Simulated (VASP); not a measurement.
Wanted: the native input for a VASP 6.6.1 run.

```yaml
Task: single point
Functional: LDA
Potentials_or_basis: VASP PAW LDA potentials, release 64 (Mg)
Cutoff: 520 eV
k_mesh: 18 × 18 × 10
Occupations: gaussian, width 0.15 eV
Spin: no spin polarisation
Dipole_correction: no
Further_INCAR_settings: ALGO = Fast; EDIFF = 1e-06; NBANDS = 9
```

The structure of Mg lies in POSCAR:

```
Mg
1.0
    3.4660132551      0.0000000000      0.0000000000
   -1.7330066275      3.0016555288      0.0000000000
    0.0000000000      0.0000000000      5.2103300000
Mg
2
Direct
    0.3333333333      0.6666666667      0.2500000000
    0.6666666667      0.3333333333      0.7500000000
```

This cell differs from its parent crystal: strain +0.080 along x and y, +0.000 along z.

The input as run:

INCAR

```
SYSTEM = Mg
PREC = Accurate ; ENCUT = 520
EDIFF = 1E-6 ; ISMEAR = 0
SIGMA = 0.15 ; LREAL = .FALSE.
LASPH = .TRUE. ; NELM = 60
ALGO = Fast ; ISIF = 2
LWAVE = .FALSE. ; LCHARG = .TRUE.
GGA = CA ; LELF = .TRUE.
LVHAR = .TRUE. ; NBANDS = 9
```

KPOINTS

```
Automatic mesh
0
G
  18 18 10
  0 0 0
```

Potentials or basis: VASP PAW LDA potentials, release 64 (Mg).

Launch:

```console
$ cat potpaw_LDA.64/Mg/POTCAR > POTCAR
$ mpirun -np 1 vasp_std > vasp.out
```

It gave:

| Property | Result |
| --- | --- |
| Pressure | -5.7 GPa |
| Band gap on the k mesh | zero (band 2 reaches 2.85 eV, above the bottom of band 3 at 1.06 eV) |

Caveat: the cell differs from its parent crystal (strain +0.080 along x and y, +0.000 along z).

It took 110 s on 1 thread of Intel Xeon 8259CL (shared host), peak memory 0.23 GiB.
